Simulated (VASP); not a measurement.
# SrB2 (P6/mmm) in VASP: notebook

The runs below take SrB2 through single point, relaxation of cell and atoms, with PBE.

All numbers are computed with VASP 6.6.1; they aren't measurements. Logs are shortened: lines on timing, memory, paths and dates and some standing lists are left out, and cuts for length are marked.

**1. The cell of the first run**

Symmetry: P6/mmm, No. 191, hexagonal system. The conventional cell has a = 3.305 Å, b = 3.305 Å, c = 4.417 Å, α = 90.00°, β = 90.00°, γ = 120.00°. Sr (site symmetry 6/mmm) has 12 B at 2.92 Å and 6 Sr at 3.31 Å within 3.8 Å. Within 2.5 Å of B (site symmetry -6m2) lie 3 B at 1.91 Å.

**2. Single point, PBE**

Input file INCAR:

```
  PREC = Accurate
  ENCUT = 520
  EDIFF = 1E-6
  ISMEAR = 0
  SIGMA = 0.1
  LREAL = False
  LASPH = True
  NELM = 100
  ALGO = Normal
  ISIF = 2
  LWAVE = False
  LCHARG = False
  GGA = PE
  NBANDS = 15
```

Input file KPOINTS:

```
regular mesh
0
Gamma
  18 18 10
```

Input file POSCAR:

```
SrB2
1.0
    3.3052391482      0.0000000000      0.0000000000
   -1.6526195741      2.8624210679      0.0000000000
    0.0000000000      0.0000000000      4.4168207866
Sr B
1 2
Direct
    0.0000000000      0.0000000000      0.0000000000
    0.6666666667      0.3333333333      0.5000000000
    0.3333333333      0.6666666667      0.5000000000
```

Potentials or basis: VASP PAW PBE potentials, release 64 (Sr_sv, B).

Run with:

```console
cat potpaw_PBE.64/Sr_sv/POTCAR potpaw_PBE.64/B/POTCAR > POTCAR
mpirun -np 1 vasp_std > vasp.out
```

OUTCAR:

```text
PREC = Accurate
   ENCUT = 520
   EDIFF = 1E-6
   ISMEAR = 0
   LREAL = False
   LASPH = True
   NELM = 100
   ISIF = 2
   GGA = PE

 ion  position               nearest neighbor table
   1  0.000  0.000  0.000-   2 2.92   3 2.92   2 2.92   3 2.92   3 2.92   3 2.92   2 2.92   2 2.92
                             2 2.92   2 2.92   3 2.92   3 2.92
   2  0.667  0.333  0.500-   3 1.91   3 1.91   3 1.91   1 2.92   1 2.92   1 2.92   1 2.92   1 2.92
                             1 2.92
   3  0.333  0.667  0.500-   2 1.91   2 1.91   2 1.91   1 2.92   1 2.92   1 2.92   1 2.92   1 2.92
                             1 2.92

  LATTYP: Found a hexagonal cell.
 ALAT       =     3.3052391482
 C/A-ratio  =     1.3363089896

  Lattice vectors:

 A1 = (   3.3052391482,   0.0000000000,   0.0000000000)
 A2 = (  -1.6526195741,   2.8624210679,   0.0000000000)
 A3 = (   0.0000000000,   0.0000000000,   4.4168207866)

Analysis of symmetry for initial positions (statically):
=====================================================================
 Subroutine PRICEL returns:
 Original cell was already a primitive cell.

 Routine SETGRP: Setting up the symmetry group for a
 hexagonal supercell.

 Subroutine GETGRP returns: Found 24 space group operations
 (whereof 24 operations were pure point group operations)
 out of a pool of 24 trial point group operations.

The static configuration has the point symmetry D_6h.

Analysis of symmetry for dynamics (positions and initial velocities):
=====================================================================
 Subroutine PRICEL returns:
 Original cell was already a primitive cell.

 Routine SETGRP: Setting up the symmetry group for a
 hexagonal supercell.

 Subroutine GETGRP returns: Found 24 space group operations
 (whereof 24 operations were pure point group operations)
 out of a pool of 24 trial point group operations.

The dynamic configuration has the point symmetry D_6h.

 Subroutine INISYM returns: Found 24 space group operations
 (whereof 24 operations are pure point group operations),
 and found     1 'primitive' translations

----------------------------------------------------------------------------------------

                                     Primitive cell

  volume of cell :      41.7875

  direct lattice vectors                    reciprocal lattice vectors
     3.305239148  0.000000000  0.000000000     0.302549968  0.174677306  0.000000000
    -1.652619574  2.862421068  0.000000000     0.000000000  0.349354611  0.000000000
     0.000000000  0.000000000  4.416820787     0.000000000  0.000000000  0.226407194

  length of vectors
     3.305239148  3.305239148  4.416820787     0.349354611  0.349354611  0.226407194

  position of ions in fractional coordinates (direct lattice)
     0.000000000  0.000000000  0.000000000
     0.666666667  0.333333333  0.500000000
     0.333333333  0.666666667  0.500000000

  ion indices of the primitive-cell ions
   primitive index   ion index
                 1           1
                 2           2
                 3           3

----------------------------------------------------------------------------------------

 KPOINTS: regular mesh

Automatic generation of k-mesh.
 Grid dimensions read from file:
 generate k-points for:   18   18   10

 Generating k-lattice:

  Cartesian coordinates                     Fractional coordinates (reciprocal lattice)
     0.016808332  0.009704295  0.000000000     0.055555556  0.000000000  0.000000000
     0.000000000  0.019408590  0.000000000     0.000000000  0.055555556  0.000000000
     0.000000000  0.000000000  0.022640719     0.000000000  0.000000000  0.100000000

  Length of vectors
     0.019408590  0.019408590  0.022640719

  Shift w.r.t. Gamma in fractional coordinates (k-lattice)
     0.000000000  0.000000000  0.000000000

 Subroutine IBZKPT returns following result:
 ===========================================

 Found    222 irreducible k-points:

 Following reciprocal coordinates:
            Coordinates               Weight
  0.000000  0.000000  0.000000      1.000000
  0.055556  0.000000  0.000000      6.000000
  0.111111  0.000000  0.000000      6.000000
  0.166667  0.000000  0.000000      6.000000
  0.222222  0.000000  0.000000      6.000000
  0.277778  0.000000  0.000000      6.000000
[... 16 lines left out ...]
  0.333333  0.111111  0.000000     12.000000
  0.388889  0.111111  0.000000     12.000000
 [... further k-points ...]
   k-points           NKPTS =    222   k-points in BZ     NKDIM =    222   number of bands    NBANDS=     15
   number of dos      NEDOS =    301   number of ions     NIONS =      3
   total plane-waves  NPLWV =  28224
   dimension x,y,z NGX =    28 NGY =   28 NGZ =   36
   dimension x,y,z NGXF=    56 NGYF=   56 NGZF=   72
   ions per type =               1   2
   NGX,Y,Z   is equivalent  to a cutoff of  14.08, 14.08, 13.55 a.u.
   NGXF,Y,Z  is equivalent  to a cutoff of  28.17, 28.17, 27.10 a.u.
 SYSTEM =  unknown system
   PREC   = accura    normal or accurate (medium, high low for compatibility)
   ISTART =      0    job   : 0-new  1-cont  2-samecut
   ICHARG =      2    charge: 1-file 2-atom 10-const
   ISPIN  =      1    spin polarized calculation?
   LNONCOLLINEAR =      F non collinear calculations
   LSORBIT =      F    spin-orbit coupling
   LASPH  =      T    aspherical Exc in radial PAW
   ENCUT  =  520.0 eV  38.22 Ry    6.18 a.u.   6.15  6.15  8.21*2*pi/ulx,y,z
   NELM   =    100;   NELMIN=  2; NELMDL= -5     # of ELM steps
   EDIFF  = 0.1E-05   stopping-criterion for ELM
   LREAL  =      F    real-space projection
   EDIFFG = 0.1E-04   stopping-criterion for IOM
   NSW    =      0    number of steps for IOM
   IBRION =     -1    ionic relax: 0-MD 1-quasi-New 2-CG
   NFREE  =      0    steps in history (QN), initial steepest desc. (CG)
   ISIF   =      2    stress and relaxation
   ISYM   =      2    0-nonsym 1-usesym 2-fastsym
   POTIM  = 0.5000    time-step for ionic-motion
   TEBEG  =    0.0;   TEEND  =   0.0 temperature during run
   PSTRESS=    0.0 pullay stress
   NELECT =      16.0000    total number of electrons
   NUPDOWN=      -1.0000    fix difference up-down
   EMIN   =  10.00;   EMAX   =-10.00  energy-range for DOS
   EFERMI =   0.00;   METHOD = LEGACY
   ISMEAR =     0;   SIGMA  =   0.10  broadening in eV -4-tet -1-fermi 0-gaus
   EFERMI_NEDOS =   21; number of points for ismear=-14 and -15
   IALGO  =     38    algorithm
   IMIX   =      4    mixing-type and parameters
     AMIX     =   0.40;   BMIX     =  1.00
     AMIX_MAG =   1.60;   BMIX_MAG =  1.00
  volume/ion in A,a.u.               =      13.93        94.00
  Fermi-wavevector in a.u.,A,eV,Ry     =   1.188774  2.246458 19.227542  1.413184
  Thomas-Fermi vector in A             =   2.324896
   LORBIT       =      0    0 simple, 1 ext, 2 COOP (PROOUT), +10 PAW based schemes
   GGA     = PE    functional components
   LHFCALC =     F    Hartree Fock is set to
   AEXX    =    0.0000 exact exchange contribution
   IVDW    =     0    specifies the selected vdW correction
   LEPSILON=     F    determine dielectric tensor
   LRPA    =     F    only Hartree local field effects (RPA)
 non-spin polarized calculation
 Gauss-broadening in eV      SIGMA  =   0.10
  energy-cutoff  :      520.00
  volume of cell :       41.79
 maximum number of plane-waves:      1146
 NGX is ok and might be reduce to    28
   NGX = 13   NGY = 13   NGZ = 17

 number of electron      16.0000000 magnetization

 Free energy of the ion-electron system (eV)
  ---------------------------------------------------
  ext. energy  EPLUGINS =         0.00000000
  ---------------------------------------------------
  free energy    TOTEN  =       -14.49615787 eV

  energy without entropy =      -14.48840429  energy(sigma->0) =      -14.49228108

 E-fermi :   4.3687     XC(G=0): -10.6317

 val. band max:        4.3634851427   @ k =   0.3889   0.1111   0.4000
 cond. band min:       4.3832374488   @ k =   0.3889  -0.0000   0.3000
 fundamental gap:      0.0197523061
 Fermi energy:         4.3687342183

 k-point     1 :       0.0000    0.0000    0.0000
  band No.  band energies     occupation
      1     -30.4493      2.00000
      2     -12.4655      2.00000
      3     -11.8833      2.00000
      4     -11.8833      2.00000
      5      -5.6615      2.00000
      6       2.8854      2.00000
      7       4.2150      1.97025
      8       4.6793      0.00001
      9       4.6793      0.00001
     10       9.6281      0.00000
     11       9.6281      0.00000
     12      10.2880      0.00000
     13      11.1161      0.00000
     14      11.1161      0.00000
     15      12.1768      0.00000

 k-point     2 :       0.0556    0.0000    0.0000
  band No.  band energies     occupation
      1     -30.4424      2.00000
      2     -12.4546      2.00000
      3     -11.9416      2.00000
      4     -11.8947      2.00000
      5      -5.6038      2.00000
      6       2.8681      2.00000
      7       4.3199      1.50980
      8       4.4445      0.28422
      9       4.6308      0.00021
     10       9.3347      0.00000
     11       9.6193      0.00000
     12      10.6217      0.00000
     13      11.1183      0.00000
     14      11.3614      0.00000
     15      11.7023      0.00000
[... 365 lines left out ...]
      3     -12.3274      2.00000
      4     -12.1184      2.00000
      5      -3.1802      2.00000
      6      -0.3086      2.00000
      7       2.5703      2.00000
      8       2.6397      2.00000
      9       5.6280      0.00000
     10       6.7064      0.00000
     11       9.3384      0.00000
     12      10.9633      0.00000
     13      11.2411      0.00000
     14      13.6584      0.00000
     15      14.0889      0.00000

 k-point    24 :       0.3889    0.1111    0.0000
  band No.  band energies     occupation
      1     -30.2128      2.00000
      2     -13.4257      2.00000
      3     -12.3675      2.00000
      4     -12.0860      2.00000
      5      -2.5664      2.00000
      6      -1.0701      2.00000
      7       2.5051      2.00000
      8       2.5738      2.00000
      9       5.4749      0.00000
     10       6.3661      0.00000
     11      10.1532      0.00000
     12      10.8819      0.00000
     13      11.1615      0.00000
     14      14.0818      0.00000
     15      14.5012      0.00000

 [... further k-points ...]

------------------------ aborting loop because EDIFF is reached ----------------------------------------

  FORCE on cell =-STRESS in cart. coord.  units (eV):
  Direction    XX          YY          ZZ          XY          YZ          ZX
  --------------------------------------------------------------------------------------
  -------------------------------------------------------------------------------------
  Total        0.0821906      0.0821906      0.1226266      0.0000000      0.0000000      0.0000000
  in kB        3.1512784      3.1512784      4.7016380      0.0000000      0.0000000      0.0000000
  external PRESSURE =       3.6680649 kB  Pullay stress =       0.0000000 kB

 VOLUME and BASIS-vectors are now :
 -----------------------------------------------------------------------------
  energy-cutoff  :      520.00
  volume of cell :       41.79
      direct lattice vectors                 reciprocal lattice vectors
     3.305239148  0.000000000  0.000000000     0.302549968  0.174677306  0.000000000
    -1.652619574  2.862421068  0.000000000     0.000000000  0.349354611  0.000000000
     0.000000000  0.000000000  4.416820787     0.000000000  0.000000000  0.226407194

 POSITION                                       TOTAL-FORCE (eV/Angst)
 -----------------------------------------------------------------------------------
      0.00000      0.00000      0.00000         0.000000     -0.000000      0.000000
      1.65262      0.95414      2.20841        -0.000000      0.000000     -0.000000
     -0.00000      1.90828      2.20841         0.000000     -0.000000      0.000000
 -----------------------------------------------------------------------------------
    total drift:                               -0.000000      0.000000      0.000000

  FREE ENERGIE OF THE ION-ELECTRON SYSTEM (eV)
  ---------------------------------------------------
  free  energy   TOTEN  =       -14.4961578725 eV

  energy  without entropy=      -14.4884042913  energy(sigma->0) =      -14.49228108
```

It took 72 s on 1 thread of AMD EPYC 9R45 (Zen 5), shared host; peak memory 0.25 GiB.

Results:

* Free energy: -14.4962 eV
* Pressure: 0.4 GPa
* Band gap on the k mesh: zero (band 8 reaches 5.14 eV, above the bottom of band 9 at 3.73 eV)

Levels at points of the mesh, in eV from the Fermi level:
```csv
k point,band 4,band 5,band 6,band 7,band 8,band 9,band 10,band 11,band 12,band 13
"(0.00, 0.00, 0.00)",-16.25,-10.03,-1.48,-0.15,0.31,0.31,5.26,5.26,5.92,6.75
"(0.50, 0.00, 0.00)",-16.45,-6.54,-6.14,-1.95,-1.09,0.33,2.72,5.77,5.78,7.23
"(0.00, 0.00, 0.50)",-16.24,-8.72,-4.25,0.77,0.77,2.35,4.03,4.03,4.65,4.65
"(0.50, 0.00, 0.50)",-16.60,-7.38,-5.16,-1.64,-1.22,0.07,4.89,5.00,5.87,8.28
```

(Continued in part 2 of 2.)
